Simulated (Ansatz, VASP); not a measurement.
**One calculation of CdF2, two programs**

```xyz
3
Lattice="0.0000 2.6940 2.6940 2.6940 0.0000 2.6940 2.6940 2.6940 0.0000" Properties=species:S:1:pos:R:3 pbc="T T T"
Cd    0.0000    0.0000    0.0000
F     4.0410    4.0410    4.0410
F     1.3470    1.3470    1.3470
```

Alike in both runs: task relaxation of cell and atoms; functional revPBE; k mesh 9 × 9 × 9; occupations fermi-dirac, width 0.05 eV; no spin polarisation.

|  | VASP | Ansatz |
| --- | --- | --- |
| version | VASP 6.6.1 | Ansatz 0.2.0 |
| potentials or method | VASP PAW PBE potentials, release 64 (Cd_sv_GW, F) | Ansatz PAW |
| plane-wave cutoff (eV) | 600 | 420 |
| valence electrons in the cell | 34 | 34 |

|  | VASP | Ansatz | Ansatz less VASP |
| --- | --- | --- | --- |
| relaxed volume (Å³/atom) | 14.06 | 14.24 | +0.178 |
| relaxed cell length with the largest relative difference (Å) | 3.907 | 3.924 | +0.0164 |

VASP's potentials were made for PBE, not for revPBE.

Noted on Ansatz's run: odd divisions of the mesh miss points on the zone boundary, where band edges often lie, so the gap on the mesh can be too wide; the plane-wave basis is chosen anew once the cell has moved, so the energies of steps on either side of that aren't comparable.
